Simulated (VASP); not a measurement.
InP: single point with PBEsol

InP:

```xyz
2
Lattice="0.0000 2.8941 2.7783 2.8941 0.0000 2.7783 2.8941 2.8941 0.0000" Properties=species:S:1:pos:R:3 pbc="T T T"
In    0.0000    0.0000    0.0000
P     2.8941    2.8941    2.7783
```

This cell differs from its parent crystal: ratio of the length along z to the lengths across it x 0.96, volume and fractional coordinates fixed.

```json
{"Program": "VASP 6.6.1", "Task": "single point", "Functional": "PBEsol", "Potentials or basis": "VASP PAW PBE potentials, release 64 (In_d, P)", "Cutoff": "520 eV", "k mesh": "6 × 6 × 6", "Occupations": "gaussian, width 0.15 eV", "Spin": "no spin polarisation", "Dipole correction": "no", "Further INCAR settings": "ALGO = Normal; EDIFF = 1e-07; NBANDS = 16"}
```

- Pressure: -7.7 GPa
- Band gap on the k mesh: zero (band 9 reaches 6.12 eV, above the bottom of band 10 at 3.68 eV)

Stress tensor (GPa, compression positive):
```
-8.91  0.00  0.00
 0.00 -8.91  0.00
 0.00  0.00 -5.41
```

Levels at points of the mesh, in eV from the Fermi level:
```csv
k point,band 6,band 7,band 8,band 9,band 10,band 11,band 12,band 13
"(0.00, 0.00, 0.00)",-11.40,-0.49,-0.22,-0.11,-0.11,6.94,6.94,7.22
"(0.50, 0.00, 0.00)",-9.61,-6.23,0.04,0.18,2.28,3.21,3.57,4.50
"(0.50, 0.50, 0.00)",-8.53,-4.48,-2.86,-2.18,-2.18,3.81,8.90,8.90
"(0.50, 0.00, 0.50)",-8.85,-4.45,-2.53,-2.26,-1.80,3.98,8.55,9.16
```

Wall time 23 s on 1 thread of AMD EPYC 7R13 Processor (Zen 3), on a shared host, peak memory 0.14 GiB.

Caveat: the PAW data sets were made with another functional, which shifts forces and pressure a little; spin-orbit coupling is left out, which moves the levels of the heavy elements.
